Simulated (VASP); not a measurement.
Set up this calculation in VASP 6.6.1, as the native input.

| Property | Result |
| --- | --- |
| Task | relaxation of cell and atoms |
| Functional | LDA |
| Potentials or basis | VASP PAW LDA potentials, release 64 (W_sv, S) |
| Cutoff | 600 eV |
| k mesh | 9 × 9 × 2 |
| Occupations | methfessel-paxton, width 0.1 eV |
| Spin | no spin polarisation |
| Dipole correction | no |
| Further INCAR settings | ALGO = Normal; EDIFF = 1e-06; IBRION = 2; EDIFFG = -0.01; NSW = 60; ISIF = 3 |

The structure of WS2 (Tungstenite) lies in POSCAR:

```
WS2
1.0
    3.1800000000      0.0000000000      0.0000000000
   -1.5900000000      2.7539607800      0.0000000000
    0.0000000000      0.0000000000     12.5000000000
W S
2 4
Direct
    0.3333333333      0.6666666667      0.2500000000
    0.6666666667      0.3333333333      0.7500000000
    0.3333333333      0.6666666667      0.6250000000
    0.6666666667      0.3333333333      0.1250000000
    0.3333333333      0.6666666667      0.8750000000
    0.6666666667      0.3333333333      0.3750000000
```

One way to write it, as run:

INCAR

```
SYSTEM = WS2
PREC = Accurate
ENCUT = 600
EDIFF = 1E-6
ISMEAR = 1
SIGMA = 0.1
LREAL = .False.
LASPH = .True.
NELM = 60
ALGO = Normal
ISIF = 3
LWAVE = .False.
LCHARG = .False.
GGA = CA
IBRION = 2
NSW = 60
EDIFFG = -0.01
```

KPOINTS

```
regular mesh
0
Gamma
  9 9 2
  0 0 0
```

Potentials or basis: VASP PAW LDA potentials, release 64 (W_sv, S).

Command:

```sh
$ cat potpaw_LDA.64/W_sv/POTCAR potpaw_LDA.64/S/POTCAR > POTCAR
$ mpirun -np 1 vasp_std > vasp.out
```

Results of the run:

The relaxed volume is 17.19 Å³/atom. The relaxed cell is a = 3.130 Å, b = 3.130 Å, c = 12.158 Å, α = 90.00°, β = 90.00°, γ = 120.00°. The space group after relaxing (to 0.05 Å) is P6_3/mmc (No. 194), the energy gained by relaxing is 12.6 meV/atom and the ionic steps are 17. The pressure after relaxing is 0.0 GPa and the band gap on the k mesh is 0.96 eV, indirect (least direct gap 1.88 eV).

Caveat: spin-orbit coupling is left out, which moves the levels of the heavy elements.

Wall time 8.9 min on 1 thread of Intel(R) Xeon(R) 6975P-C (Granite Rapids) (shared host), peak memory 0.29 GiB.
